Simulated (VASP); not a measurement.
# ScAl3N4 (Cm) in VASP: single point with PBE

Aim: the single point of ScAl3N4 with PBE.

Program: VASP 6.6.1. These are calculated values, not measurements. Logs are shortened: lines on timing, memory, paths and dates and some standing lists are left out, and cuts for length are marked.

### Step 1. The cell of the first run

The structure is monoclinic, space group Cm (No. 8). Conventional cell: a = 11.221 Å, b = 6.468 Å, c = 10.233 Å, α = 90.00°, β = 90.02°, γ = 90.00°. Al (site symmetry m) has 4 N at 1.95 to 1.96 Å within 2.6 Å. Al (site symmetry 1) has 4 N at 1.89 to 1.95 Å within 2.5 Å. Within 2.5 Å of Al (site symmetry 1) lie 4 N at 1.88 to 1.94 Å. Within 2.6 Å of Al (site symmetry m) lie 4 N at 1.92 to 1.95 Å. Al (site symmetry 1) has 4 N at 1.89 to 1.97 Å within 2.5 Å. Al (site symmetry 1) has 4 N at 1.90 to 1.96 Å within 2.5 Å. Within 2.5 Å of Al (site symmetry m) lie 4 N at 1.89 to 1.98 Å. Al (site symmetry m) has 4 N at 1.92 to 1.96 Å within 2.5 Å.

### Step 2. Single point, PBE

Input file INCAR:

```
SYSTEM = ScAl3N4
PREC     = Accurate       ! precision mode
ENCUT    = 910            ! plane-wave cutoff, eV
EDIFF    = 1E-6           ! SCF threshold, eV
ISMEAR   = 0              ! smearing method
SIGMA    = 0.01           ! smearing width, eV
LREAL    = Auto         
LASPH    = .TRUE.         ! aspherical terms in the spheres
NELM     = 120            ! most SCF steps
ALGO     = Normal         ! electronic algorithm
ISIF     = 2              ! what is computed and relaxed
LWAVE    = .FALSE.        ! write WAVECAR
LCHARG   = .FALSE.        ! write CHGCAR
GGA      = PE             ! functional
NBANDS   = 102            ! bands
GGA_COMPAT= .FALSE.
```

Input file KPOINTS:

```
regular mesh
0
G
  3 3 2
  0 0 0
```

Input file POSCAR:

```
ScAl3N4
1.0
    6.4681514216      0.0000000000      0.0000000000
   -3.2340757108      5.6105558141     -0.0012114811
    0.0000000000     -0.0021560362     10.2325578540
Al Sc N
12 4 16
Direct
    0.1675292683      0.3350585367     -0.0005284339
    0.1724216970      0.8352315916      0.0012210434
    0.1724784951      0.8361030412      0.4998648774
    0.6643270378      0.3286540756      0.0012336195
    0.6628098946      0.8352315916      0.0012210434
    0.6636245462      0.8361030412      0.4998648774
    0.3324745533      0.1617568347      0.2432563040
    0.3342382889      0.1657682532      0.7573110885
    0.3366790383      0.6733580766      0.2471347102
    0.3358811097      0.6717622193      0.7521881242
    0.8292822814      0.1617568347      0.2432563040
    0.8315299643      0.1657682532      0.7573110885
    0.1649092605      0.3298185209      0.4958781366
    0.6601949237      0.3203898475      0.4986330806
    0.8354358693      0.6708717385      0.2439651164
    0.8361815938      0.6723631875      0.7488701532
    0.1679534579      0.3359069159      0.1907721116
    0.1667729909      0.3335459818      0.7044665305
    0.1864047140      0.8415598371      0.1853890875
    0.1900294676      0.8472294648      0.6889766644
    0.6577338536      0.3154677072      0.1891619533
    0.6582610620      0.3165221241      0.7037424366
    0.6551551231      0.8415598371      0.1853890875
    0.6571999972      0.8472294648      0.6889766644
    0.3205248566      0.1449722044      0.4286986064
    0.3317657729      0.1656707068      0.9451963793
    0.3418898079      0.6837796158      0.4355449678
    0.3337116953      0.6674233906      0.9408339499
    0.8244473478      0.1449722044      0.4286986064
    0.8339049339      0.1656707068      0.9451963793
    0.8404854170      0.6809708340      0.4545171513
    0.8337616801      0.6675233603      0.9577582905
```

Potentials or basis: VASP PAW PBE potentials, release 64 (Al, Sc_sv, N_h).

Run with:

```sh
$ cat potpaw_PBE.64/Al/POTCAR potpaw_PBE.64/Sc_sv/POTCAR potpaw_PBE.64/N_h/POTCAR > POTCAR
$ mpirun -np 1 vasp_std > vasp.out
```

OUTCAR:

```text
SYSTEM = ScAl3N4
   PREC = Accurate
   ENCUT = 910
   EDIFF = 1E-6
   ISMEAR = 0
   LREAL = Auto
   LASPH = .TRUE.
   NELM = 120
   ISIF = 2
   GGA = PE

 ion  position               nearest neighbor table
   1  0.168  0.335  0.999-  30 1.95  26 1.95  17 1.96  28 1.96  12 3.11   8 3.11  11 3.13   7 3.13
                            10 3.16   9 3.17   2 3.22   5 3.22   4 3.23   4 3.23   5 3.25   2 3.25
   2  0.172  0.835  0.001-  19 1.89  26 1.94  28 1.94  32 1.95   7 3.08   8 3.11   9 3.11  15 3.12
                            10 3.14   5 3.17   4 3.19  16 3.20   1 3.22   1 3.25   4 3.29   5 3.30
   3  0.172  0.836  0.500-  25 1.88  31 1.92  27 1.92  20 1.94  14 3.15  10 3.17   9 3.17  16 3.17
                             6 3.18   7 3.20   8 3.22  13 3.22  15 3.23  13 3.25   6 3.29  14 3.33
   4  0.664  0.329  0.001-  21 1.92  26 1.95  30 1.95  32 1.95   7 3.10  11 3.10   8 3.11  12 3.11
                            15 3.14   5 3.19   2 3.19  16 3.22   1 3.23   1 3.23   5 3.29   2 3.29
   5  0.663  0.835  0.001-  23 1.89  30 1.94  28 1.94  32 1.95  11 3.08  12 3.11   9 3.11  15 3.12
                            10 3.14   2 3.17   4 3.19  16 3.20   1 3.22   1 3.25   4 3.29   2 3.30
   6  0.664  0.836  0.500-  29 1.88  31 1.92  27 1.92  24 1.94  14 3.15  10 3.17   9 3.17  16 3.17
                             3 3.18  11 3.20  12 3.22  13 3.22  15 3.23  13 3.25   3 3.29  14 3.33
   7  0.332  0.162  0.243-  19 1.89  25 1.90  21 1.91  17 1.97   2 3.08   4 3.10   1 3.13   9 3.18
                            14 3.19  13 3.20  15 3.20   3 3.20  11 3.21  11 3.25  15 3.28   9 3.30
   8  0.334  0.166  0.757-  22 1.90  20 1.92  26 1.92  18 1.96   4 3.11   2 3.11   1 3.11  10 3.20
                            16 3.21  12 3.22  14 3.22   3 3.22  12 3.25  13 3.26  16 3.27  10 3.27
   9  0.337  0.673  0.247-  19 1.89  23 1.89  27 1.93  17 1.98   2 3.11   5 3.11   1 3.17   3 3.17
[... 17 lines left out ...]
  19  0.186  0.842  0.185-   2 1.89   7 1.89   9 1.89  15 2.06
  20  0.190  0.847  0.689-  10 1.92   8 1.92   3 1.94  16 2.08
  21  0.658  0.315  0.189-   7 1.91  11 1.91   4 1.92  15 2.07
  22  0.658  0.317  0.704-   8 1.90  12 1.90  16 2.05  14 2.10
[... 8 lines left out ...]
  31  0.840  0.681  0.455-   6 1.92   3 1.92  14 2.07  15 2.16
  32  0.834  0.668  0.958-   5 1.95   2 1.95   4 1.95  16 2.14

  LATTYP: Found a base centered monoclinic cell.
 ALAT       =    11.2211118898
 B/A-ratio  =     0.5764269606
 C/A-ratio  =     0.9119023303
 COS(beta)  =    -0.0004266324

  Lattice vectors:

 A1 = (   3.2340757108,   5.6105558141,  -0.0012114811)
 A2 = (  -3.2340757108,   5.6105558141,  -0.0012114811)
 A3 = (   0.0000000000,  -0.0021560362,  10.2325578540)

Analysis of symmetry for initial positions (statically):
=====================================================================
 Subroutine PRICEL returns:
 Original cell was already a primitive cell.

 Routine SETGRP: Setting up the symmetry group for a
 base centered monoclinic supercell.

 Subroutine GETGRP returns: Found  2 space group operations
 (whereof  2 operations were pure point group operations)
 out of a pool of  4 trial point group operations.

The static configuration has the point symmetry C_1h.

Analysis of symmetry for dynamics (positions and initial velocities):
=====================================================================
 Subroutine PRICEL returns:
 Original cell was already a primitive cell.

 Routine SETGRP: Setting up the symmetry group for a
 base centered monoclinic supercell.

 Subroutine GETGRP returns: Found  2 space group operations
 (whereof  2 operations were pure point group operations)
 out of a pool of  4 trial point group operations.

The dynamic configuration has the point symmetry C_1h.

 Subroutine INISYM returns: Found  2 space group operations
 (whereof  2 operations are pure point group operations),
 and found     1 'primitive' translations

----------------------------------------------------------------------------------------

                                     Primitive cell

  volume of cell :     371.3387

  direct lattice vectors                    reciprocal lattice vectors
     6.468151422  0.000000000  0.000000000     0.154603678  0.089117734  0.000018777
    -3.234075711  5.610555814 -0.001211481     0.000000000  0.178235469  0.000037555
     0.000000000 -0.002156036 10.232557854     0.000000000  0.000021102  0.097727280

  length of vectors
     6.468151422  6.475923387 10.232558081     0.178449624  0.178235473  0.097727282

  position of ions in fractional coordinates (direct lattice)
[... 73 lines left out ...]
 Grid dimensions read from file:
 generate k-points for:    3    3    2

 Generating k-lattice:

  Cartesian coordinates                     Fractional coordinates (reciprocal lattice)
     0.051534559  0.029705911  0.000006259     0.333333333 -0.000000000  0.000000000
     0.000000000  0.059411823  0.000012518     0.000000000  0.333333333  0.000000000
     0.000000000  0.000010551  0.048863640     0.000000000  0.000000000  0.500000000

  Length of vectors
     0.059483208  0.059411824  0.048863641

  Shift w.r.t. Gamma in fractional coordinates (k-lattice)
     0.000000000  0.000000000  0.000000000

 Subroutine IBZKPT returns following result:
 ===========================================

 Found      8 irreducible k-points:

 Following reciprocal coordinates:
            Coordinates               Weight
  0.000000  0.000000  0.000000      1.000000
  0.333333  0.000000 -0.000000      4.000000
  0.000000  0.333333  0.000000      2.000000
  0.333333  0.333333 -0.000000      2.000000
  0.000000  0.000000  0.500000      1.000000
  0.333333  0.000000  0.500000      4.000000
  0.000000  0.333333  0.500000      2.000000
  0.333333  0.333333  0.500000      2.000000
   k-points           NKPTS =      8   k-points in BZ     NKDIM =      8   number of bands    NBANDS=    102
   number of dos      NEDOS =    301   number of ions     NIONS =     32
   total plane-waves  NPLWV = 442368
   dimension x,y,z NGX =    64 NGY =   64 NGZ =  108
   dimension x,y,z NGXF=   128 NGYF=  128 NGZF=  216
   ions per type =              12   4  16
   NGX,Y,Z   is equivalent  to a cutoff of  16.45, 16.43, 17.55 a.u.
   NGXF,Y,Z  is equivalent  to a cutoff of  32.90, 32.86, 35.09 a.u.
 SYSTEM =  ScAl3N4
   PREC   = accura    normal or accurate (medium, high low for compatibility)
   ISTART =      0    job   : 0-new  1-cont  2-samecut
   ICHARG =      2    charge: 1-file 2-atom 10-const
   ISPIN  =      1    spin polarized calculation?
   LNONCOLLINEAR =      F non collinear calculations
   LSORBIT =      F    spin-orbit coupling
   LASPH  =      T    aspherical Exc in radial PAW
   ENCUT  =  910.0 eV  66.88 Ry    8.18 a.u.  15.91 15.93 25.17*2*pi/ulx,y,z
   NELM   =    120;   NELMIN=  2; NELMDL= -5     # of ELM steps
   EDIFF  = 0.1E-05   stopping-criterion for ELM
   LREAL  =      T    real-space projection
   EDIFFG = 0.1E-04   stopping-criterion for IOM
   NSW    =      0    number of steps for IOM
   IBRION =     -1    ionic relax: 0-MD 1-quasi-New 2-CG
   NFREE  =      0    steps in history (QN), initial steepest desc. (CG)
   ISIF   =      2    stress and relaxation
   ISYM   =      2    0-nonsym 1-usesym 2-fastsym
   POTIM  = 0.5000    time-step for ionic-motion
   TEBEG  =    0.0;   TEEND  =   0.0 temperature during run
   PSTRESS=    0.0 pullay stress
   NELECT =     160.0000    total number of electrons
   NUPDOWN=      -1.0000    fix difference up-down
   EMIN   =  10.00;   EMAX   =-10.00  energy-range for DOS
   EFERMI =   0.00;   METHOD = LEGACY
   ISMEAR =     0;   SIGMA  =   0.01  broadening in eV -4-tet -1-fermi 0-gaus
   EFERMI_NEDOS =   21; number of points for ismear=-14 and -15
   IALGO  =     38    algorithm
   IMIX   =      4    mixing-type and parameters
     AMIX     =   0.40;   BMIX     =  1.00
     AMIX_MAG =   1.60;   BMIX_MAG =  1.00
  volume/ion in A,a.u.               =      11.60        78.31
  Fermi-wavevector in a.u.,A,eV,Ry     =   1.236492  2.336632 20.802126  1.528913
  Thomas-Fermi vector in A             =   2.371099
   LORBIT       =      0    0 simple, 1 ext, 2 COOP (PROOUT), +10 PAW based schemes
   GGA     = PE    functional components
   LHFCALC =     F    Hartree Fock is set to
   AEXX    =    0.0000 exact exchange contribution
   IVDW    =     0    specifies the selected vdW correction
   LEPSILON=     F    determine dielectric tensor
   LRPA    =     F    only Hartree local field effects (RPA)
 non-spin polarized calculation
 Gauss-broadening in eV      SIGMA  =   0.01
  energy-cutoff  :      910.00
  volume of cell :      371.34
 maximum number of plane-waves:     23204
 NGX is ok and might be reduce to    64
   NGX = 31   NGY = 31   NGZ = 51

 number of electron     159.9999999 magnetization

 Free energy of the ion-electron system (eV)
  ---------------------------------------------------
  ext. energy  EPLUGINS =         0.00000000
  ---------------------------------------------------
  free energy    TOTEN  =      -248.41966601 eV

  energy without entropy =     -248.41966601  energy(sigma->0) =     -248.41966601

 E-fermi :   5.2528     XC(G=0): -10.7275

 val. band max:        5.1357132444   @ k =   0.0000   0.0000   0.0000
 cond. band min:       8.7761860671   @ k =   0.0000   0.0000   0.0000
 fundamental gap:      3.6404728227
 Fermi energy:         5.2527565511

 k-point     1 :       0.0000    0.0000    0.0000
  band No.  band energies     occupation
      1     -41.7735      2.00000
      2     -41.7599      2.00000
      3     -41.6382      2.00000
      4     -41.5709      2.00000
      5     -20.6169      2.00000
      6     -20.5912      2.00000
[... 749 lines left out ...]
     91      10.3839      0.00000
     92      10.4970      0.00000
 [bands above 92 left out]

------------------------ aborting loop because EDIFF is reached ----------------------------------------

  FORCE on cell =-STRESS in cart. coord.  units (eV):
  Direction    XX          YY          ZZ          XY          YZ          ZX
  --------------------------------------------------------------------------------------
  -------------------------------------------------------------------------------------
  Total       -1.4092096     -1.4539077     -2.9511465      0.0000000      0.0399883      0.0000000
  in kB       -6.0801730     -6.2730269    -12.7330107      0.0000000      0.1725332      0.0000000
  external PRESSURE =      -8.3620702 kB  Pullay stress =       0.0000000 kB

 VOLUME and BASIS-vectors are now :
 -----------------------------------------------------------------------------
  energy-cutoff  :      910.00
  volume of cell :      371.34
      direct lattice vectors                 reciprocal lattice vectors
     6.468151422  0.000000000  0.000000000     0.154603678  0.089117734  0.000018777
    -3.234075711  5.610555814 -0.001211481     0.000000000  0.178235469  0.000037555
     0.000000000 -0.002156036 10.232557854     0.000000000  0.000021102  0.097727280

 POSITION                                       TOTAL-FORCE (eV/Angst)
 -----------------------------------------------------------------------------------
     -0.00000      1.87771     10.22674         0.000000     -0.001028      0.000563
     -1.58595      4.68611      0.01148         0.001173      0.000906      0.002424
     -1.58840      4.68993      5.11388        -0.002242     -0.002144      0.000948
      3.23408      1.84393      0.01222         0.000000     -0.001081      0.002732
      1.58595      4.68611      0.01148        -0.001173      0.000906      0.002424
      1.58840      4.68993      5.11388         0.002242     -0.002144      0.000948
[... 24 lines left out ...]
      3.23408      3.81964      4.65005        -0.000000      0.065040      0.034177
      3.23408      3.74311      9.79951         0.000000      0.003107      0.045596
 -----------------------------------------------------------------------------------
    total drift:                                0.000000     -0.011724      0.015636

  FREE ENERGIE OF THE ION-ELECTRON SYSTEM (eV)
  ---------------------------------------------------
  free  energy   TOTEN  =      -248.4196660056 eV

  energy  without entropy=     -248.4196660056  energy(sigma->0) =     -248.41966601
```

It took 18 min on 1 thread of Intel Xeon 6975P-C (Granite Rapids), shared host; peak memory 1.1 GiB.

Results:

* Free energy: -248.4197 eV
* Pressure: -0.8 GPa
* Largest force: 0.085 eV/Å
* Band gap on the k mesh: 3.64 eV

Forces in eV/Å, atoms in the order of the input:
```
Al   0.000 -0.001  0.001
Al   0.001  0.001  0.002
Al  -0.002 -0.002  0.001
Al   0.000 -0.001  0.003
Al  -0.001  0.001  0.002
Al   0.002 -0.002  0.001
Al   0.003 -0.003 -0.001
Al   0.005 -0.002 -0.001
Al   0.000  0.004 -0.001
Al   0.000  0.000  0.000
Al  -0.003 -0.003 -0.001
Al  -0.005 -0.002 -0.001
Sc   0.000  0.013  0.018
Sc   0.000  0.009  0.007
Sc   0.000 -0.002  0.012
Sc   0.000  0.008  0.004
N    0.000  0.005  0.002
N    0.000  0.001  0.051
N    0.052  0.035 -0.020
N    0.051  0.028 -0.019
N    0.000 -0.064 -0.020
N    0.000 -0.074  0.040
N   -0.052  0.035 -0.020
N   -0.051  0.028 -0.019
N   -0.007 -0.071 -0.046
N   -0.004 -0.002 -0.002
N    0.000  0.064 -0.021
N    0.000  0.001 -0.003
N    0.007 -0.071 -0.046
N    0.004 -0.002 -0.002
N    0.000  0.065  0.034
N    0.000  0.003  0.046
```

Caveat: the cutoff is under 1.25 times the usual one of these potentials, so pressure, stress and relaxed cells hold a basis-set (Pulay) error; an odd mesh through Γ misses points on the zone boundary, where band edges can lie.
